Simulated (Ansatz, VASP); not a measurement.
GaSb3: VASP beside Ansatz

The input INCAR:

```
PREC = Accurate
ENCUT = 520
EDIFF = 1E-7
ISMEAR = 0
SIGMA = 0.15
LREAL = F
LASPH = T
NELM = 60
ALGO = Normal
ISIF = 2
LWAVE = F
LCHARG = F
GGA = PS
NBANDS = 22
```

The input KPOINTS:

```
regular mesh
0
Gamma
  10 10 10
```

POSCAR

```
GaSb3
1.0
   -0.0486830498      3.6466703981      3.6466703981
    3.5979873483      0.0000000000      3.5979873483
    3.6466703981      3.6466703981     -0.0486830498
Ga Sb
1 3
Direct
    0.0000000000      0.0000000000      0.0000000000
    0.2500000000      0.2500000000      0.2500000000
    0.7500000000      0.7500000000      0.7500000000
    0.5000000000      0.5000000000      0.5000000000
```

Input for Ansatz:

```yaml
crystal:
  lattice:
    - [-0.0486830498, 3.6466703981, 3.6466703981]
    - [3.5979873483, 0.0, 3.5979873483]
    - [3.6466703981, 3.6466703981, -0.0486830498]
  atoms:
    - { symbol: Ga, position: [0.0, 0.0, 0.0] }
    - { symbol: Sb, position: [0.25, 0.25, 0.25] }
    - { symbol: Sb, position: [0.75, 0.75, 0.75] }
    - { symbol: Sb, position: [0.5, 0.5, 0.5] }
basis:
  ecutwfc: 420
kpoints:
  mp_grid: { grid: [10, 10, 10] }
hamiltonian:
  xc: pbesol
  pseudopotentials: { kind: paw, azcp: { folder: soft_1 } }
scf:
  occupations: { method: gaussian, width: 0.15 }
output:
  forces: true
  stress: true
  eigenvalues: true
  write_density: true
  write_potential: true
  elf: true
  volumetric_format: npy
```

Change from the starting cell: engineering shear strain xz -0.0267, normal strain along z +0.0000.

Alike in both runs: task single point; functional PBEsol; k mesh 10 × 10 × 10; occupations gaussian, width 0.15 eV; no spin polarisation.

|  | VASP | Ansatz |
| --- | --- | --- |
| version | VASP 6.6.1 | Ansatz 0.2.0 |
| potentials or method | VASP PAW PBE potentials, release 64 (Ga_d, Sb), cutoff 520 eV | scalar-relativistic, plane waves, PAW |
| valence electrons in the cell | 28 | 58 |

Ansatz gave:

```
gap on the k mesh at the Fermi level (eV)                     : none
pressure (GPa)                                                : 0.1
traceless stress, the component that is largest in VASP (GPa) : 1.16
rms of the force components (eV/Å)                            : 0.023
```

Question: Estimate VASP's values.

Answer: gap on the k mesh at the Fermi level (eV): none; pressure (GPa): 0.1; traceless stress, the component that is largest in VASP (GPa): 1.18; rms of the force components (eV/Å): 0.023.

VASP's potentials were made for PBE, not for PBEsol, and Ansatz warns of the same on its side. Atom by atom the forces differ by 0.000 eV/Å (rms over components). A gap of «none» marks a metal or a gap that the smearing closes. VASP's potentials hold 28 valence electrons a cell and Ansatz's 58, so a difference there can come from the potentials and not from the codes.

Neither program's run includes spin-orbit coupling.
